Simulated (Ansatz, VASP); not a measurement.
# Al2O3 in VASP and in Ansatz

File INCAR:

```
  PREC = Accurate
  ENCUT = 520
  EDIFF = 1E-6
  ISMEAR = 0
  SIGMA = 0.05
  LREAL = F
  LASPH = T
  NELM = 100
  ALGO = Normal
  ISIF = 2
  LWAVE = F
  LCHARG = F
  GGA = PE
  NBANDS = 35
```

The input KPOINTS:

```
regular mesh
0
Gamma
  6 6 6
```

File POSCAR:

```
Al2O3
1.0
    2.3442455648      1.3534508078      4.4838449026
   -2.3442455648      1.3534508078      4.4838449026
    0.0000000000     -2.7069016158      4.4838449025
Al O
4 6
Direct
    0.8521479318      0.8521479318      0.8521479318
    0.6478520682      0.6478520682      0.6478520682
    0.1478520682      0.1478520682      0.1478520682
    0.3521479318      0.3521479318      0.3521479318
    0.0561765927      0.4438234073      0.7500000000
    0.7500000000      0.0561765927      0.4438234073
    0.4438234073      0.7500000000      0.0561765927
    0.9438234073      0.5561765927      0.2500000000
    0.2500000000      0.9438234073      0.5561765927
    0.5561765927      0.2500000000      0.9438234073
```

Input for Ansatz:

```yaml
crystal:
  lattice:
    - [2.3442455648, 1.3534508078, 4.4838449026]
    - [-2.3442455648, 1.3534508078, 4.4838449026]
    - [0.0, -2.7069016158, 4.4838449025]
  atoms:
    - { symbol: Al, position: [0.8521479318, 0.8521479318, 0.8521479318] }
    - { symbol: Al, position: [0.6478520682, 0.6478520682, 0.6478520682] }
    - { symbol: Al, position: [0.1478520682, 0.1478520682, 0.1478520682] }
    - { symbol: Al, position: [0.3521479318, 0.3521479318, 0.3521479318] }
    - { symbol: O, position: [0.0561765927, 0.4438234073, 0.75] }
    - { symbol: O, position: [0.75, 0.0561765927, 0.4438234073] }
    - { symbol: O, position: [0.4438234073, 0.75, 0.0561765927] }
    - { symbol: O, position: [0.9438234073, 0.5561765927, 0.25] }
    - { symbol: O, position: [0.25, 0.9438234073, 0.5561765927] }
    - { symbol: O, position: [0.5561765927, 0.25, 0.9438234073] }
basis:
  ecutwfc: 420
kpoints:
  mp_grid: { grid: [6, 6, 6] }
hamiltonian:
  xc: pbe
scf:
  occupations: { method: gaussian, width: 0.05 }
output:
  forces: true
  stress: true
  eigenvalues: true
```

Change from the starting cell: strain -0.025 along x and y, +0.025 along z, atoms carried along.

Alike in both runs: task single point; functional PBE; k mesh 6 × 6 × 6; occupations gaussian, width 0.05 eV; no spin polarisation.

|  | VASP | Ansatz |
| --- | --- | --- |
| version | VASP 6.6.1 | Ansatz 0.2.0 |
| potentials or method | VASP PAW PBE potentials, release 64 (Al, O), cutoff 520 eV | scalar-relativistic, plane waves, PAW |
| valence electrons in the cell | 48 | 48 |

|  | VASP | Ansatz | Ansatz less VASP |
| --- | --- | --- | --- |
| gap on the k mesh at the Fermi level (eV) | 6.03 | 6.03 | +0.001 |
| least direct gap on the mesh (eV) | 6.03 | 6.03 | +0.001 |
| pressure (GPa) | 7.0 | 7.1 | +0.13 |
| traceless stress, the component that is largest in VASP (GPa) | -14.27 | -14.21 | +0.061 |
| rms of the force components (eV/Å) | 0.129 | 0.129 | 0.0000 |

Atom by atom the forces differ by 0.001 eV/Å (rms over components).
